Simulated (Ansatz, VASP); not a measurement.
## Two plane-wave programs on Sb

```
Sb
1.0
     3.41333    0.00000    0.00000
    -1.70667    2.95603    0.00000
     0.00000    0.00000    5.40014
Sb
2
Direct
  0.33333 0.66667 0.25000
  0.66667 0.33333 0.75000
```

Change from the starting cell: functional lda, volume scaled by 1.04, PAW files.

Alike in both runs: task electric field gradients; functional LDA; k mesh 12 × 12 × 7; occupations fermi-dirac, width 0.05 eV; no spin polarisation.

|  | VASP | Ansatz |
| --- | --- | --- |
| version | VASP 6.6.1 | Ansatz 0.2.0 |
| potentials or method | VASP PAW LDA potentials, release 64 (Sb) | PAW with Ansatz's default frozen-core files, scalar-relativistic |
| plane-wave cutoff (eV) | 400 | 420 |
| valence electrons in the cell | 10 | 30 |

Ansatz gave:

```
pressure (GPa)                                                : -3.7
traceless stress, the component that is largest in VASP (GPa) : -0.81
size of Vzz on the site where it differs most (V/Å²)          : 26.2
```

Problem. What did VASP give for the same quantities?

Solution. Pressure (GPa): -3.7; traceless stress, the component that is largest in VASP (GPa): -0.81; size of Vzz on the site where it differs most (V/Å²): 24.1.

LDA's correlation is that of Perdew and Zunger in VASP and of Perdew and Wang (1992) in Ansatz. VASP's potentials hold 10 valence electrons a cell and Ansatz's 30, so a difference there can come from the potentials and not from the codes.

Neither program's run includes spin-orbit coupling.
